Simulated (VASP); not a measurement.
Mg2Rh, 6 atoms in the cell. The structure is tetragonal, space group I4/mmm (No. 139). Conventional cell: a = 3.192 Å, b = 3.192 Å, c = 9.740 Å, α = 90.00°, β = 90.00°, γ = 90.00°. Within 3.5 Å of Mg (site symmetry 4mm) lie 5 Rh at 2.66 to 3.46 Å and 9 Mg at 2.82 to 3.19 Å. Rh (site symmetry 4/mmm) has 10 Mg at 2.66 to 3.46 Å and 4 Rh at 3.19 Å within 3.5 Å.  This cell differs from its parent crystal: uniaxial strain along c: -3.0 %.

| Quantity | Value |
| --- | --- |
| Program | VASP 6.6.1 |
| Task | single point |
| Functional | PBEsol |
| Potentials or basis | VASP PAW PBE potentials, release 64 (Mg, Rh_pv) |
| Cutoff | 520 eV |
| k mesh | 12 × 12 × 4 |
| Occupations | gaussian, width 0.1 eV |
| Spin | no spin polarisation |
| Dipole correction | no |
| Further INCAR settings | ALGO = Fast; EDIFF = 1e-07; NBANDS = 28 |

Potentials or basis: VASP PAW PBE potentials, release 64 (Mg, Rh_pv).

Run with:

```bash
$ cat potpaw_PBE.64/Mg/POTCAR potpaw_PBE.64/Rh_pv/POTCAR > POTCAR
$ mpirun -np 1 vasp_std > vasp.out
```

Hardware: 1 thread of Oxide Virtual Turin-like Processor (shared host).

Task: How long does it take, and how much memory?

Result: It took 3.3 min on 1 thread of Oxide Virtual Turin-like Processor (shared host), peak memory 0.3 GiB. Counts: scf iterations 15, k points 84.
